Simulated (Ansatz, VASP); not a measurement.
## TiPd3 in VASP and in Ansatz

INCAR

```
ALGO = Normal
EDIFF = 1E-6
ENCUT = 520
GGA = CA
ISIF = 2
ISMEAR = -1
LASPH = T
LCHARG = F
LREAL = F
LWAVE = F
NBANDS = 29
NELM = 80
PREC = Accurate
SIGMA = 0.05
```

The input KPOINTS:

```
k-points
0
Gamma
  11 11 11
```

Contents of POSCAR:

```
TiPd3
1.0
    3.7683720496      0.0000000000      0.0000000000
    0.0000000000      3.7683720496      0.0000000000
    0.0000000000      0.0000000000      3.7683720496
Ti Pd
1 3
Direct
    0.0000000000      0.0000000000      0.0000000000
    0.0000000000      0.5000000000      0.5000000000
    0.5000000000      0.0000000000      0.5000000000
    0.5000000000      0.5000000000      0.0000000000
```

Input for Ansatz:

```yaml
crystal:
  lattice:
    - [3.7683720496, 0.0, 0.0]
    - [0.0, 3.7683720496, 0.0]
    - [0.0, 0.0, 3.7683720496]
  atoms:
    - { symbol: Ti, position: [0.0, 0.0, 0.0] }
    - { symbol: Pd, position: [0.0, 0.5, 0.5] }
    - { symbol: Pd, position: [0.5, 0.0, 0.5] }
    - { symbol: Pd, position: [0.5, 0.5, 0.0] }
kpoints:
  mp_grid: { grid: [11, 11, 11] }
  band_path:
    path:
      - [0.0, 0.0, 0.0]
      - [0.0, 0.5, 0.0]
      - [0.5, 0.5, 0.0]
      - [0.0, 0.0, 0.0]
      - [0.5, 0.5, 0.5]
      - [0.0, 0.5, 0.0]
      - [0.5, 0.5, 0.5]
      - [0.5, 0.5, 0.0]
    npoints: 5
scf:
  occupations: { method: fermi_dirac, width: 0.05 }
hamiltonian:
  xc: lda
  pseudopotentials: { kind: all_electron, lapw: { basis_error: 0.001 } }
output:
  forces: true
  stress: true
  eigenvalues: true
```

Change from the starting cell: volume scaled by 0.96.

Alike in both runs: task single point; functional LDA; k mesh 11 × 11 × 11; occupations fermi-dirac, width 0.05 eV; no spin polarisation.

```csv
,VASP,Ansatz
version,VASP 6.6.1,Ansatz 0.2.0
potentials or method,"VASP PAW LDA potentials, release 64 (Ti_sv, Pd), cutoff 520 eV","all-electron LAPW, scalar-relativistic"
```

VASP gave:

| Property | Result |
| --- | --- |
| pressure (GPa) | 13.6 |

**Question.** Estimate Ansatz's values.

**Answer.** Pressure (GPa): 13.1.

LDA's correlation is that of Perdew and Zunger in VASP and of Perdew and Wang (1992) in Ansatz. Ansatz ran all-electron here, and VASP with PAW potentials.
